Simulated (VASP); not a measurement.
# ZnS (Cm) in VASP: single point with PBE

Aim: the single point of ZnS with PBE.

Program: VASP 6.6.1. These are calculated values, not measurements. Logs are shortened: lines on timing, memory, paths and dates and some standing lists are left out, and cuts for length are marked.

**1. The cell of the first run**

The structure is monoclinic, space group Cm (No. 8). The conventional cell has a = 6.625 Å, b = 3.825 Å, c = 3.825 Å, α = 90.00°, β = 125.26°, γ = 90.00°. Within 2.9 Å of Zn (site symmetry m) lie 4 S at 2.18 to 2.51 Å. S (site symmetry m) has 4 Zn at 2.18 to 2.51 Å within 2.9 Å.

**2. Single point, PBE (atom 1 (Zn) moved by [0.141421, 0.141421, 0.0] A)**

Input file INCAR:

```
PREC = Accurate
ENCUT = 520
EDIFF = 1E-7
ISMEAR = -1
SIGMA = 0.01
LREAL = F
LASPH = T
NELM = 100
ALGO = Normal
ISIF = 2
LWAVE = F
LCHARG = F
GGA = PE
NBANDS = 16
```

Input file KPOINTS:

```
regular mesh
0
Gamma
  9 9 9
```

Input file POSCAR:

```
ZnS
1.0
    0.0000000000      2.7046500000      2.7046500000
    2.7046500000      0.0000000000      2.7046500000
    2.7046500000      2.7046500000      0.0000000000
Zn S
1 1
Direct
    0.0000000000      0.0000000000      0.0522880964
    0.7500000000      0.7500000000      0.7500000000
```

Potentials or basis: VASP PAW PBE potentials, release 64 (Zn, S).

Started as:

```
> cat potpaw_PBE.64/Zn/POTCAR potpaw_PBE.64/S/POTCAR > POTCAR
> mpirun -np 1 vasp_std > vasp.out
```

OUTCAR:

```text
PREC = Accurate
   ENCUT = 520
   EDIFF = 1E-7
   ISMEAR = -1
   LREAL = F
   LASPH = T
   NELM = 100
   ISIF = 2
   GGA = PE

 ion  position               nearest neighbor table
   1  0.000  0.000  0.052-   2 2.18   2 2.35   2 2.35   2 2.51
   2  0.750  0.750  0.750-   1 2.18   1 2.35   1 2.35   1 2.51

  LATTYP: Found a face centered cubic cell.
 ALAT       =     5.4093000000

  Lattice vectors:

 A1 = (   0.0000000000,   2.7046500000,   2.7046500000)
 A2 = (   2.7046500000,   0.0000000000,   2.7046500000)
 A3 = (   2.7046500000,   2.7046500000,   0.0000000000)

Analysis of symmetry for initial positions (statically):
=====================================================================
 Subroutine PRICEL returns:
 Original cell was already a primitive cell.

 Routine SETGRP: Setting up the symmetry group for a
 face centered cubic supercell.

 Subroutine GETGRP returns: Found  2 space group operations
 (whereof  2 operations were pure point group operations)
 out of a pool of 48 trial point group operations.

The static configuration has the point symmetry C_1h.

Analysis of symmetry for dynamics (positions and initial velocities):
=====================================================================
 Subroutine PRICEL returns:
 Original cell was already a primitive cell.

 Routine SETGRP: Setting up the symmetry group for a
 face centered cubic supercell.

 Subroutine GETGRP returns: Found  2 space group operations
 (whereof  2 operations were pure point group operations)
 out of a pool of 48 trial point group operations.

The dynamic configuration has the point symmetry C_1h.

 Subroutine INISYM returns: Found  2 space group operations
 (whereof  2 operations are pure point group operations),
 and found     1 'primitive' translations

----------------------------------------------------------------------------------------

                                     Primitive cell

  volume of cell :      39.5697

  direct lattice vectors                    reciprocal lattice vectors
     0.000000000  2.704650000  2.704650000    -0.184866803  0.184866803  0.184866803
     2.704650000  0.000000000  2.704650000     0.184866803 -0.184866803  0.184866803
     2.704650000  2.704650000  0.000000000     0.184866803  0.184866803 -0.184866803

  length of vectors
     3.824952711  3.824952711  3.824952711     0.320198696  0.320198696  0.320198696

  position of ions in fractional coordinates (direct lattice)
     0.000000000  0.000000000  0.052288096
     0.750000000  0.750000000  0.750000000

  ion indices of the primitive-cell ions
   primitive index   ion index
                 1           1
                 2           2

----------------------------------------------------------------------------------------

 KPOINTS: regular mesh

Automatic generation of k-mesh.
 Grid dimensions read from file:
 generate k-points for:    9    9    9

 Generating k-lattice:

  Cartesian coordinates                     Fractional coordinates (reciprocal lattice)
    -0.020540756  0.020540756  0.020540756     0.111111111  0.000000000  0.000000000
     0.020540756 -0.020540756  0.020540756     0.000000000  0.111111111  0.000000000
     0.020540756  0.020540756 -0.020540756     0.000000000  0.000000000  0.111111111

  Length of vectors
     0.035577633  0.035577633  0.035577633

  Shift w.r.t. Gamma in fractional coordinates (k-lattice)
     0.000000000  0.000000000  0.000000000

 Subroutine IBZKPT returns following result:
 ===========================================

 Found    205 irreducible k-points:

 Following reciprocal coordinates:
            Coordinates               Weight
  0.000000  0.000000  0.000000      1.000000
  0.111111  0.000000  0.000000      4.000000
  0.000000  0.000000  0.111111      2.000000
  0.111111  0.111111  0.111111      2.000000
  0.222222  0.000000  0.000000      4.000000
  0.000000  0.000000  0.222222      2.000000
[... 16 lines left out ...]
  0.333333  0.111111  0.000000      4.000000
  0.000000  0.333333  0.111111      4.000000
 [... further k-points ...]
   k-points           NKPTS =    205   k-points in BZ     NKDIM =    205   number of bands    NBANDS=     16
   number of dos      NEDOS =    301   number of ions     NIONS =      2
   total plane-waves  NPLWV =  21952
   dimension x,y,z NGX =    28 NGY =   28 NGZ =   28
   dimension x,y,z NGXF=    56 NGYF=   56 NGZF=   56
   ions per type =               1   1
   NGX,Y,Z   is equivalent  to a cutoff of  12.17, 12.17, 12.17 a.u.
   NGXF,Y,Z  is equivalent  to a cutoff of  24.34, 24.34, 24.34 a.u.
 SYSTEM =  unknown system
   PREC   = accura    normal or accurate (medium, high low for compatibility)
   ISTART =      0    job   : 0-new  1-cont  2-samecut
   ICHARG =      2    charge: 1-file 2-atom 10-const
   ISPIN  =      1    spin polarized calculation?
   LNONCOLLINEAR =      F non collinear calculations
   LSORBIT =      F    spin-orbit coupling
   LASPH  =      T    aspherical Exc in radial PAW
   ENCUT  =  520.0 eV  38.22 Ry    6.18 a.u.   7.11  7.11  7.11*2*pi/ulx,y,z
   NELM   =    100;   NELMIN=  2; NELMDL= -5     # of ELM steps
   EDIFF  = 0.1E-06   stopping-criterion for ELM
   LREAL  =      F    real-space projection
   EDIFFG = 0.1E-05   stopping-criterion for IOM
   NSW    =      0    number of steps for IOM
   IBRION =     -1    ionic relax: 0-MD 1-quasi-New 2-CG
   NFREE  =      0    steps in history (QN), initial steepest desc. (CG)
   ISIF   =      2    stress and relaxation
   ISYM   =      2    0-nonsym 1-usesym 2-fastsym
   POTIM  = 0.5000    time-step for ionic-motion
   TEBEG  =    0.0;   TEEND  =   0.0 temperature during run
   PSTRESS=    0.0 pullay stress
   NELECT =      18.0000    total number of electrons
   NUPDOWN=      -1.0000    fix difference up-down
   EMIN   =  10.00;   EMAX   =-10.00  energy-range for DOS
   EFERMI =   0.00;   METHOD = LEGACY
   ISMEAR =    -1;   SIGMA  =   0.01  broadening in eV -4-tet -1-fermi 0-gaus
   EFERMI_NEDOS =   21; number of points for ismear=-14 and -15
   IALGO  =     38    algorithm
   IMIX   =      4    mixing-type and parameters
     AMIX     =   0.40;   BMIX     =  1.00
     AMIX_MAG =   1.60;   BMIX_MAG =  1.00
  volume/ion in A,a.u.               =      19.78       133.51
  Fermi-wavevector in a.u.,A,eV,Ry     =   1.259055  2.379268 21.568210  1.585219
  Thomas-Fermi vector in A             =   2.392634
   LORBIT       =      0    0 simple, 1 ext, 2 COOP (PROOUT), +10 PAW based schemes
   GGA     = PE    functional components
   LHFCALC =     F    Hartree Fock is set to
   AEXX    =    0.0000 exact exchange contribution
   IVDW    =     0    specifies the selected vdW correction
   LEPSILON=     F    determine dielectric tensor
   LRPA    =     F    only Hartree local field effects (RPA)
 non-spin polarized calculation
  energy-cutoff  :      520.00
  volume of cell :       39.57
 maximum number of plane-waves:      1075
   NGX = 15   NGY = 15   NGZ = 15

 number of electron      17.9999998 magnetization

 Free energy of the ion-electron system (eV)
  ---------------------------------------------------
  ext. energy  EPLUGINS =         0.00000000
  ---------------------------------------------------
  free energy    TOTEN  =        -6.72927221 eV

  energy without entropy =       -6.72927221  energy(sigma->0) =       -6.72927221

 E-fermi :   2.4527     XC(G=0):  -9.6150

 val. band max:        2.1814274507   @ k =   0.0000   0.0000   0.0000
 cond. band min:       4.2025660471   @ k =   0.0000   0.0000   0.0000
 fundamental gap:      2.0211385964
 Fermi energy:         2.4526613617

 k-point     1 :       0.0000    0.0000    0.0000
  band No.  band energies     occupation
      1     -11.0796      2.00000
      2      -4.4599      2.00000
      3      -4.3227      2.00000
      4      -4.1781      2.00000
      5      -3.8260      2.00000
      6      -3.8187      2.00000
[... 8 lines left out ...]
     15      13.8017      0.00000
     16      13.8585      0.00000

 k-point     2 :       0.1111    0.0000    0.0000
  band No.  band energies     occupation
      1     -10.9877      2.00000
      2      -4.4449      2.00000
      3      -4.3144      2.00000
      4      -4.1694      2.00000
      5      -3.8270      2.00000
      6      -3.8196      2.00000
[... 8 lines left out ...]
     15      13.3158      0.00000
     16      14.5469      0.00000

 k-point     3 :       0.0000    0.0000    0.1111
  band No.  band energies     occupation
      1     -10.9824      2.00000
      2      -4.4640      2.00000
      3      -4.2937      2.00000
      4      -4.1580      2.00000
      5      -3.8305      2.00000
      6      -3.8235      2.00000
[... 8 lines left out ...]
     15      13.2412      0.00000
     16      14.5024      0.00000

 k-point     4 :       0.1111    0.1111    0.1111
  band No.  band energies     occupation
      1     -10.9929      2.00000
      2      -4.4470      2.00000
      3      -4.3163      2.00000
      4      -4.1728      2.00000
      5      -3.8260      2.00000
      6      -3.8167      2.00000
[... 8 lines left out ...]
     15      13.3846      0.00000
     16      14.6286      0.00000

 k-point     5 :       0.2222    0.0000    0.0000
  band No.  band energies     occupation
      1     -10.7397      2.00000
      2      -4.4073      2.00000
      3      -4.2736      2.00000
      4      -4.1460      2.00000
      5      -3.8280      2.00000
      6      -3.8135      2.00000
[... 8 lines left out ...]
     15      13.0727      0.00000
     16      14.3967      0.00000

 k-point     6 :       0.0000    0.0000    0.2222
  band No.  band energies     occupation
      1     -10.7189      2.00000
      2      -4.4494      2.00000
      3      -4.2202      2.00000
      4      -4.1111      2.00000
      5      -3.8353      2.00000
      6      -3.8322      2.00000
[... 8 lines left out ...]
     15      12.8591      0.00000
     16      14.4853      0.00000
[... 267 lines left out ...]
 k-point    21 :       0.1111   -0.1111   -0.1111
  band No.  band energies     occupation
      1     -10.7570      2.00000
      2      -4.4189      2.00000
      3      -4.2806      2.00000
      4      -4.1262      2.00000
      5      -3.8413      2.00000
      6      -3.8113      2.00000
[... 8 lines left out ...]
     15      13.8057      0.00000
     16      15.4560      0.00000

 k-point    22 :       0.2222    0.2222    0.1111
  band No.  band energies     occupation
      1     -10.7735      2.00000
      2      -4.4290      2.00000
      3      -4.2748      2.00000
      4      -4.1619      2.00000
      5      -3.8361      2.00000
      6      -3.7955      2.00000
[... 8 lines left out ...]
     15      14.0756      0.00000
     16      15.6360      0.00000

 k-point    23 :       0.3333    0.1111    0.0000
  band No.  band energies     occupation
      1     -10.4637      2.00000
      2      -4.3756      2.00000
      3      -4.1971      2.00000
      4      -4.1054      2.00000
      5      -3.8342      2.00000
      6      -3.7856      2.00000
[... 8 lines left out ...]
     15      14.3647      0.00000
     16      14.9848      0.00000

 k-point    24 :       0.0000    0.3333    0.1111
  band No.  band energies     occupation
      1     -10.4727      2.00000
      2      -4.3652      2.00000
      3      -4.2197      2.00000
      4      -4.1160      2.00000
      5      -3.8257      2.00000
      6      -3.7809      2.00000
[... 8 lines left out ...]
     15      14.5177      0.00000
     16      15.0295      0.00000

 [... further k-points ...]
[... 5 lines left out ...]
  --------------------------------------------------------------------------------------
  -------------------------------------------------------------------------------------
  Total        0.6508962      0.6508962      0.8406236      0.4133293     -0.8654952     -0.8654955
  in kB       26.3547636     26.3547636     34.0368181     16.7356879    -35.0438666    -35.0438783
  external PRESSURE =      28.9154484 kB  Pullay stress =       0.0000000 kB

 VOLUME and BASIS-vectors are now :
 -----------------------------------------------------------------------------
  energy-cutoff  :      520.00
  volume of cell :       39.57
      direct lattice vectors                 reciprocal lattice vectors
     0.000000000  2.704650000  2.704650000    -0.184866803  0.184866803  0.184866803
     2.704650000  0.000000000  2.704650000     0.184866803 -0.184866803  0.184866803
     2.704650000  2.704650000  0.000000000     0.184866803  0.184866803 -0.184866803

 POSITION                                       TOTAL-FORCE (eV/Angst)
 -----------------------------------------------------------------------------------
      0.14142      0.14142      0.00000        -0.870056     -0.870056      0.470439
      4.05697      4.05697      4.05697         0.870056      0.870056     -0.470439
 -----------------------------------------------------------------------------------
    total drift:                                0.000014      0.000014      0.000028

  FREE ENERGIE OF THE ION-ELECTRON SYSTEM (eV)
  ---------------------------------------------------
  free  energy   TOTEN  =        -6.7292722053 eV

  energy  without entropy=       -6.7292722053  energy(sigma->0) =       -6.72927221
```

Wall time 1.7 min (1 thread of AMD EPYC 7R43 (Zen 3), shared host); peak memory 0.21 GiB.

What came out:

| Item | Value |
| --- | --- |
| Free energy | -6.7293 eV |
| Pressure | 2.9 GPa |
| Largest force | 1.317 eV/Å |
| Band gap on the k mesh | 2.02 eV, direct |

Forces in eV/Å, atoms in the order of the input:
```
Zn  -0.870 -0.870  0.470
S    0.870  0.870 -0.470
```

Stress tensor (GPa, compression positive):
```
 2.64  1.67 -3.50
 1.67  2.64 -3.50
-3.50 -3.50  3.40
```

Caveat: the cell differs from its parent crystal (atom 1 (Zn) moved by [0.141421, 0.141421, 0.0] A); forces of over 1 eV/Å act on the atoms, so gaps and moduli don't describe the material at rest.
